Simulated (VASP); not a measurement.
# NaH (P6_3/mmc) in VASP: G0W0 quasiparticle levels with PBE

Aim: the G0W0 quasiparticle levels of NaH with PBE.

Everything below comes from runs of VASP 6.6.1. Logs are shortened: lines on timing, memory, paths and dates and some standing lists are left out, and cuts for length are marked.

## Step 1: The cell of the first run

The structure is hexagonal, space group P6_3/mmc (No. 194). Conventional cell: a = 3.953 Å, b = 3.953 Å, c = 4.828 Å, α = 90.00°, β = 90.00°, γ = 120.00°. Within 3.0 Å of Na (site symmetry -6m2) lie 5 H at 2.28 to 2.41 Å. Within 3.0 Å of H (site symmetry -6m2) lie 5 Na at 2.28 to 2.41 Å.

## Step 2: G0W0 quasiparticle levels, PBE

Contents of POSCAR:

```
NaH
1.0
    3.9533072915      0.0000000000      0.0000000000
   -1.9766536457      3.4236645434      0.0000000000
    0.0000000000      0.0000000000      4.8283237918
Na H
2 2
Direct
    0.3333333333      0.6666666667      0.2500000000
    0.6666666667      0.3333333333      0.7500000000
    0.6666666667      0.3333333333      0.2500000000
    0.3333333333      0.6666666667      0.7500000000
```

Contents of INCAR.step1:

```
PREC = Accurate
ENCUT = 500
EDIFF = 1E-8
ISMEAR = 0
SIGMA = 0.01
LREAL = F
LASPH = T
NELM = 80
ALGO = Normal
LWAVE = T
LCHARG = F
GGA = PE
```

Contents of INCAR.step2:

```
PREC = Accurate
ENCUT = 500
EDIFF = 1E-8
ISMEAR = 0
SIGMA = 0.01
LREAL = F
LASPH = T
NELM = 1
ALGO = Exact
LWAVE = T
LCHARG = F
GGA = PE
NBANDS = 116
LOPTICS = T
ISTART = 1
```

Contents of INCAR.step3:

```
PREC = Accurate
ENCUT = 500
EDIFF = 1E-8
ISMEAR = 0
SIGMA = 0.01
LREAL = F
LASPH = T
ALGO = EVGW0
LWAVE = F
LCHARG = F
GGA = PE
NELMGW = 1
NBANDS = 116
ENCUTGW = 80.0
NOMEGA = 96
PRECFOCK = Fast
ISTART = 1
NBANDSGW = 18
OMEGAMAX = 20
```

Contents of KPOINTS:

```
regular mesh
0
Gamma
  6 6 4
```

Potentials or basis: VASP PAW PBE potentials, release 64 (Na_sv_GW, H_GW).

Run with:

```console
$ cat potpaw_PBE.64/Na_sv_GW/POTCAR potpaw_PBE.64/H_GW/POTCAR > POTCAR
$ cp INCAR.step1 INCAR
$ mpirun -np 1 vasp_std > vasp.out
$ cp INCAR.step2 INCAR
$ mpirun -np 1 vasp_std > vasp.out
$ cp INCAR.step3 INCAR
$ mpirun -np 1 vasp_std > vasp.out
```

OUTCAR:

```text
PREC = Accurate
   ENCUT = 500
   EDIFF = 1E-8
   ISMEAR = 0
   LREAL = F
   LASPH = T
   GGA = PE
   NELMGW = 1
   ENCUTGW = 80.0
   PRECFOCK = Fast
   ISTART = 1

 ion  position               nearest neighbor table
   1  0.333  0.667  0.250-
   2  0.667  0.333  0.750-
   3  0.667  0.333  0.250-
   4  0.333  0.667  0.750-

  LATTYP: Found a hexagonal cell.
 ALAT       =     3.9533072915
 C/A-ratio  =     1.2213378409

  Lattice vectors:

 A1 = (   3.9533072915,   0.0000000000,   0.0000000000)
 A2 = (  -1.9766536457,   3.4236645434,   0.0000000000)
 A3 = (   0.0000000000,   0.0000000000,   4.8283237918)

Analysis of symmetry for initial positions (statically):
=====================================================================
 Subroutine PRICEL returns:
 Original cell was already a primitive cell.

 Routine SETGRP: Setting up the symmetry group for a
 hexagonal supercell.

 Subroutine GETGRP returns: Found 24 space group operations
 (whereof 12 operations were pure point group operations)
 out of a pool of 24 trial point group operations.

The static configuration has the point symmetry D_3d.
 The point group associated with its full space group is D_6h.

Analysis of symmetry for dynamics (positions and initial velocities):
=====================================================================
 Subroutine PRICEL returns:
 Original cell was already a primitive cell.

 Routine SETGRP: Setting up the symmetry group for a
 hexagonal supercell.

 Subroutine GETGRP returns: Found 24 space group operations
 (whereof 12 operations were pure point group operations)
 out of a pool of 24 trial point group operations.

The dynamic configuration has the point symmetry D_3d.
 The point group associated with its full space group is D_6h.

 Subroutine INISYM returns: Found 24 space group operations
 (whereof 12 operations are pure point group operations),
 and found     1 'primitive' translations

----------------------------------------------------------------------------------------

                                     Primitive cell

  volume of cell :      65.3504

  direct lattice vectors                    reciprocal lattice vectors
     3.953307291  0.000000000  0.000000000     0.252952762  0.146042345  0.000000000
    -1.976653646  3.423664543  0.000000000     0.000000000  0.292084691  0.000000000
     0.000000000  0.000000000  4.828323792     0.000000000  0.000000000  0.207111214

  length of vectors
     3.953307291  3.953307291  4.828323792     0.292084691  0.292084691  0.207111214

  position of ions in fractional coordinates (direct lattice)
     0.333333333  0.666666667  0.250000000
     0.666666667  0.333333333  0.750000000
     0.666666667  0.333333333  0.250000000
     0.333333333  0.666666667  0.750000000

  ion indices of the primitive-cell ions
   primitive index   ion index
                 1           1
                 2           2
                 3           3
                 4           4

----------------------------------------------------------------------------------------

 KPOINTS: regular mesh

Automatic generation of k-mesh.
 Grid dimensions read from file:
 generate k-points for:    6    6    4

 Generating k-lattice:

  Cartesian coordinates                     Fractional coordinates (reciprocal lattice)
     0.042158794  0.024340391  0.000000000     0.166666667 -0.000000000  0.000000000
     0.000000000  0.048680782  0.000000000     0.000000000  0.166666667  0.000000000
     0.000000000  0.000000000  0.051777803     0.000000000  0.000000000  0.250000000

  Length of vectors
     0.048680782  0.048680782  0.051777803

  Shift w.r.t. Gamma in fractional coordinates (k-lattice)
     0.000000000  0.000000000  0.000000000

 Subroutine IBZKPT returns following result:
 ===========================================

 Found     21 irreducible k-points:

 Following reciprocal coordinates:
            Coordinates               Weight
  0.000000  0.000000  0.000000      1.000000
  0.166667  0.000000  0.000000      6.000000
  0.333333  0.000000  0.000000      6.000000
  0.500000  0.000000  0.000000      3.000000
  0.166667  0.166667  0.000000      6.000000
  0.333333  0.166667  0.000000     12.000000
[... 13 lines left out ...]
  0.333333  0.166667  0.500000     12.000000
  0.333333  0.333333  0.500000      2.000000
   k-points           NKPTS =     21   k-points in BZ     NKDIM =    144   number of bands    NBANDS=    116
   number of dos      NEDOS =    301   number of ions     NIONS =      4
   total plane-waves  NPLWV =  32400
   dimension x,y,z NGX =    30 NGY =   30 NGZ =   36
   dimension x,y,z NGXF=    60 NGYF=   60 NGZF=   72
   ions per type =               2   2
   NGX,Y,Z   is equivalent  to a cutoff of  12.62, 12.62, 12.40 a.u.
   NGXF,Y,Z  is equivalent  to a cutoff of  25.23, 25.23, 24.79 a.u.
 SYSTEM =  unknown system
   PREC   = accura    normal or accurate (medium, high low for compatibility)
   ISTART =      1    job   : 0-new  1-cont  2-samecut
   ICHARG =      0    charge: 1-file 2-atom 10-const
   ISPIN  =      1    spin polarized calculation?
   LNONCOLLINEAR =      F non collinear calculations
   LSORBIT =      F    spin-orbit coupling
   LASPH  =      T    aspherical Exc in radial PAW
   ENCUT  =  500.0 eV  36.75 Ry    6.06 a.u.   7.21  7.21  8.80*2*pi/ulx,y,z
   NELM   =     60;   NELMIN=  2; NELMDL=  0     # of ELM steps
   EDIFF  = 0.1E-07   stopping-criterion for ELM
   LREAL  =      F    real-space projection
   EDIFFG = 0.1E-06   stopping-criterion for IOM
   NSW    =      0    number of steps for IOM
   IBRION =     -1    ionic relax: 0-MD 1-quasi-New 2-CG
   NFREE  =      0    steps in history (QN), initial steepest desc. (CG)
   ISIF   =      0    stress and relaxation
   ISYM   =      3    0-nonsym 1-usesym 2-fastsym
   POTIM  = 0.5000    time-step for ionic-motion
   TEBEG  =    0.0;   TEEND  =   0.0 temperature during run
   PSTRESS=    0.0 pullay stress
   NELECT =      20.0000    total number of electrons
   NUPDOWN=      -1.0000    fix difference up-down
   EMIN   =  10.00;   EMAX   =-10.00  energy-range for DOS
   EFERMI =   0.00;   METHOD = LEGACY
   ISMEAR =     0;   SIGMA  =   0.01  broadening in eV -4-tet -1-fermi 0-gaus
   EFERMI_NEDOS =   21; number of points for ismear=-14 and -15
   IALGO  =     38    algorithm
   IMIX   =      4    mixing-type and parameters
     AMIX     =   0.40;   BMIX     =  1.00
     AMIX_MAG =   1.60;   BMIX_MAG =  1.00
  volume/ion in A,a.u.               =      16.34       110.25
  Fermi-wavevector in a.u.,A,eV,Ry     =   1.103237  2.084815 16.560081  1.217132
  Thomas-Fermi vector in A             =   2.239692
   LORBIT       =      0    0 simple, 1 ext, 2 COOP (PROOUT), +10 PAW based schemes
   GGA     = PE    functional components
   LHFCALC =     T    Hartree Fock is set to
   PRECFOCK=fast      Normal, Fast or Accurate (Low or Medium for compatibility)
   ENCUT4O =  -1.0   cutoff for four orbital integrals eV
   NKREDX  =     1    reduce k-point grid by
   NKREDY  =     1    reduce k-point grid by
   NKREDZ  =     1    reduce k-point grid by
   AEXX    =    1.0000 exact exchange contribution
   HFSCREEN=    0.0000 screening length (either q_TF or 0.3 A-1)
   HFSCREENC=   0.0000 screening length for correlation (either q_TF or 0.3 A-1)
   ENCUTFOCK=  -1.0 apply spherical cutoff to Coloumb kernel
   IVDW    =     0    specifies the selected vdW correction
   LEPSILON=     F    determine dielectric tensor
   LRPA    =     F    only Hartree local field effects (RPA)
   LRPAFORCE           =     F    calculate RPA forces
   ENCUTGW             =  80.0    cutoff for response function in eV
   ENCUTGWSOFT         =  64.0    soft cutoff for Coulomb kernel in GW response function in eV
   ENCUTLF             =  -1.0    cutoff for local field effects
   NELMGW              =     1    number of iterations in solving QP/BSE equation
   NELMHF              =     1    number of iterations in the inner HF iteration
   NKREDLFX            =     1    NKREDLFY  =   1   NKREDLFZ  =   1
 non-spin polarized calculation
 Gauss-broadening in eV      SIGMA  =   0.01
  energy-cutoff  :      500.00
  volume of cell :       65.35
 maximum number of plane-waves:      1683
 NGX is ok and might be reduce to    30
  NGX = 16; NGY = 16; NGZ = 20
   NGX = 15   NGY = 15   NGZ = 17
 maximum number of plane-waves:       113
 NGX is ok and might be reduce to    14

 QP shifts <psi_nk| G(iteration)W_0 |psi_nk>: iteration 1
 for sc-GW calculations column KS-energies equals QP-energies in previous step
 and V_xc(KS)=  KS-energies - (<T + V_ion + V_H > + <T+V_H+V_ion>^1  + <V_x>^1)

 k-point   1 :       0.0000    0.0000    0.0000
  band No.  KS-energies  QP-energies   sigma(KS)   V_xc(KS)     V^pw_x(r,r')   Z            occupation Imag(sigma)

      1     -51.7935     -61.8788     -42.9177     -29.2680     -49.1340       0.7389       2.0000       0.3066
      2     -51.7839     -62.0168     -42.9378     -29.2866     -49.1543       0.7496       2.0000       0.3074
      3     -23.7808     -29.6484     -36.0329     -28.1784     -41.1860       0.7470       2.0000       0.0844
      4     -23.7424     -29.6592     -36.1485     -28.2828     -41.3038       0.7522       2.0000       0.0815
      5     -23.7424     -29.6592     -36.1485     -28.2828     -41.3038       0.7522       2.0000       0.0815
      6     -23.7142     -29.6653     -36.2238     -28.3485     -41.3794       0.7557       2.0000       0.0807
[... 10 lines left out ...]
     17       9.2141      10.0510      -6.5423      -7.6482      -2.6662       0.7567       0.0000      -0.3641
     18      14.0010      14.6491      -5.5298      -6.3600      -1.2221       0.7806       0.0000      -0.7026

 k-point   2 :       0.1667    0.0000    0.0000
  band No.  KS-energies  QP-energies   sigma(KS)   V_xc(KS)     V^pw_x(r,r')   Z            occupation Imag(sigma)

      1     -51.7928     -61.8937     -42.9193     -29.2694     -49.1355       0.7400       2.0000       0.3066
      2     -51.7844     -62.0133     -42.9371     -29.2857     -49.1534       0.7493       2.0000       0.3073
      3     -23.7754     -29.6551     -36.0472     -28.1930     -41.2011       0.7486       2.0000       0.0839
      4     -23.7461     -29.6587     -36.1350     -28.2715     -41.2895       0.7519       2.0000       0.0822
      5     -23.7461     -29.6587     -36.1350     -28.2715     -41.2895       0.7519       2.0000       0.0822
      6     -23.7199     -29.6567     -36.2070     -28.3311     -41.3614       0.7538       2.0000       0.0815
[... 10 lines left out ...]
     17      11.2882      11.9727      -5.8919      -6.7753      -1.8171       0.7749       0.0000      -0.5320
     18      11.8883      12.7203      -6.6922      -7.7819      -2.5879       0.7635       0.0000      -0.5903

 k-point   3 :       0.3333    0.0000    0.0000
  band No.  KS-energies  QP-energies   sigma(KS)   V_xc(KS)     V^pw_x(r,r')   Z            occupation Imag(sigma)
[... 375 lines left out ...]
      1     -51.7882     -61.9578     -42.9288     -29.2787     -49.1447       0.7450       2.0000       0.3068
      2     -51.7882     -61.9578     -42.9288     -29.2787     -49.1447       0.7450       2.0000       0.3068
      3     -23.7769     -29.6628     -36.0480     -28.1808     -41.1969       0.7482       2.0000       0.0850
      4     -23.7769     -29.6628     -36.0480     -28.1808     -41.1969       0.7482       2.0000       0.0850
      5     -23.7359     -29.6547     -36.1552     -28.2918     -41.3101       0.7527       2.0000       0.0821
      6     -23.7359     -29.6547     -36.1552     -28.2918     -41.3101       0.7527       2.0000       0.0821
[... 10 lines left out ...]
     17      12.6155      13.4555      -6.2931      -7.3701      -2.1762       0.7800       0.0000      -0.6679
     18      12.6155      13.4555      -6.2931      -7.3701      -2.1762       0.7800       0.0000      -0.6679

 k-point  21 :       0.3333    0.3333    0.5000
  band No.  KS-energies  QP-energies   sigma(KS)   V_xc(KS)     V^pw_x(r,r')   Z            occupation Imag(sigma)

      1     -51.7881     -61.9684     -42.9287     -29.2789     -49.1446       0.7458       2.0000       0.3068
      2     -51.7881     -61.9684     -42.9287     -29.2789     -49.1446       0.7458       2.0000       0.3068
      3     -23.7782     -29.6528     -36.0446     -28.1786     -41.1936       0.7468       2.0000       0.0851
      4     -23.7782     -29.6528     -36.0446     -28.1786     -41.1936       0.7468       2.0000       0.0851
      5     -23.7397     -29.6483     -36.1414     -28.2791     -41.2957       0.7515       2.0000       0.0825
      6     -23.7397     -29.6483     -36.1414     -28.2791     -41.2957       0.7515       2.0000       0.0825
[... 10 lines left out ...]
     17      13.1063      14.1730      -6.0720      -7.4043      -2.0849       0.8006       0.0000      -0.6548
     18      13.1063      14.1730      -6.0720      -7.4043      -2.0849       0.8006       0.0000      -0.6548
```

It took 9.2 min on 1 thread of Intel Xeon 6975P-C (Granite Rapids), shared host; peak memory 1.3 GiB.

What came out:

```yaml
Quasiparticle_gap: 5.31 eV
Least_direct_quasiparticle_gap: 6.27 eV
Band_gap_of_the_starting_levels_on_the_mesh: 3.33 eV
Least_direct_gap_of_the_starting_levels_on_the_mesh: 4.24 eV
```

Caveat: bands, screening cutoff and mesh are small and nothing is extrapolated, so the quasiparticle values aren't converged.
